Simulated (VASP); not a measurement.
A run of VASP 6.6.1 is set up as follows.

The input INCAR:

```
SYSTEM = Al9N
  PREC = Accurate
  ENCUT = 520
  EDIFF = 1E-6
  ISMEAR = 0
  SIGMA = 0.1
  LREAL = .False.
  LASPH = .True.
  NELM = 60
  ALGO = Normal
  ISIF = 2
  LWAVE = .False.
  LCHARG = .False.
  LDIPOL = .True.
  IDIPOL = 3
  DIPOL = 0.5 0.5 0.328
  GGA = PS
  NBANDS = 27
```

Contents of KPOINTS:

```
Automatic mesh
0
Gamma
  9 3 1
  0 0 0
```

The input POSCAR:

```
Al9N
1.0
    2.8360890836      0.0000000000      0.0000000000
   -1.4180445418      9.6401013232      0.0000000000
    0.0000000000      0.0000000000     20.2523775136
Al N
9 1
Direct
    0.5324569575      0.0649139150      0.1975076752
    0.6709806898      0.3419613796      0.2463716781
    0.2986854362      0.5973708725      0.2561444786
    0.9263901827      0.8527803654      0.2659172793
    0.0640247854      0.1277465523      0.3150759955
    0.2000840310      0.4041004175      0.3702277332
    0.8287416372      0.6594765630      0.3778305230
    0.4529560437      0.9112537656      0.3867831574
    0.5925587481      0.1816395522      0.4321654338
    0.5925587481      0.4316395522      0.4337375366
```

Potentials or basis: VASP PAW PBE potentials, release 64 (Al, N).

Command:

```sh
$ cat potpaw_PBE.64/Al/POTCAR potpaw_PBE.64/N/POTCAR > POTCAR
$ mpirun -np 1 vasp_std > vasp.out
```

Q: What does it give for the band gap on the k mesh?

A: Zero (bands 16 and 17 overlap by 0.14 eV).

Q: Estimate the largest force.

A: 3.909 eV/Å.

Forces in eV/Å, atoms in the order of the input:
```
Al   0.007  0.196 -0.084
Al   0.036 -0.012 -0.076
Al  -0.016 -0.152  0.117
Al  -0.021 -0.150 -0.108
Al  -0.057  0.222  0.032
Al  -3.455 -0.227 -0.971
Al  -0.195 -0.710  0.612
Al  -0.006 -0.321  0.062
Al  -0.202  1.124  0.389
N    3.909  0.029  0.027
```

Caveat: the PAW data sets were made with another functional, which shifts forces and pressure a little.
